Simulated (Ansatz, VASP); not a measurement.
**Ca: VASP beside Ansatz**

INCAR

```
SYSTEM = Ca
ALGO     = Normal         ! electronic algorithm
EDIFF    = 1E-6           ! SCF threshold, eV
EDIFFG   = -0.005         ! ionic threshold
ENCUT    = 600            ! plane-wave cutoff, eV
GGA      = PE             ! functional
IBRION   = 2              ! ionic algorithm
ISIF     = 3              ! what is computed and relaxed
ISMEAR   = -1             ! smearing method
LASPH    = .TRUE.         ! aspherical terms in the spheres
LCHARG   = .FALSE.        ! write CHGCAR
LREAL    = .FALSE.        ! projectors in reciprocal space
LWAVE    = .FALSE.        ! write WAVECAR
NELM     = 80             ! most SCF steps
NSW      = 80             ! ionic steps
PREC     = Accurate       ! precision mode
SIGMA    = 0.05           ! smearing width, eV
```

File KPOINTS:

```
k-points
0
G
  8 8 8
  0 0 0
```

POSCAR

```
Ca
1.0
    0.0000000000      2.7942000000      2.7942000000
    2.7942000000      0.0000000000      2.7942000000
    2.7942000000      2.7942000000      0.0000000000
Ca
1
Direct
    0.0000000000      0.0000000000      0.0000000000
```

input.yaml

```yaml
crystal:
  lattice:
    - [0.0, 2.7942, 2.7942]
    - [2.7942, 0.0, 2.7942]
    - [2.7942, 2.7942, 0.0]
  atoms:
    - { symbol: Ca, position: [0.0, 0.0, 0.0] }
kpoints:
  mp_grid: { grid: [8, 8, 8] }
scf:
  occupations: { method: fermi_dirac, width: 0.05 }
hamiltonian:
  xc: pbe
  pseudopotentials: { kind: all_electron, lapw: { basis_error: 0.001 } }
output:
  forces: true
  stress: true
relax:
  f_tol: 0.005
  max_steps: 60
  cell: {}
```

Alike in both runs: task relaxation of cell and atoms; functional PBE; k mesh 8 × 8 × 8; occupations fermi-dirac, width 0.05 eV; no spin polarisation.

```csv
,VASP,Ansatz
version,VASP 6.6.1,Ansatz 0.2.0
potentials or method,"VASP PAW PBE potentials, release 64 (Ca_sv), cutoff 600 eV","all-electron LAPW, scalar-relativistic"
```

```csv
,VASP,Ansatz,Ansatz less VASP
relaxed volume (Å³/atom),42.24,42.13,-0.107
relaxed cell length with the largest relative difference (Å),3.909,3.906,-0.0033
```

Ansatz ran all-electron here, and VASP with PAW potentials.
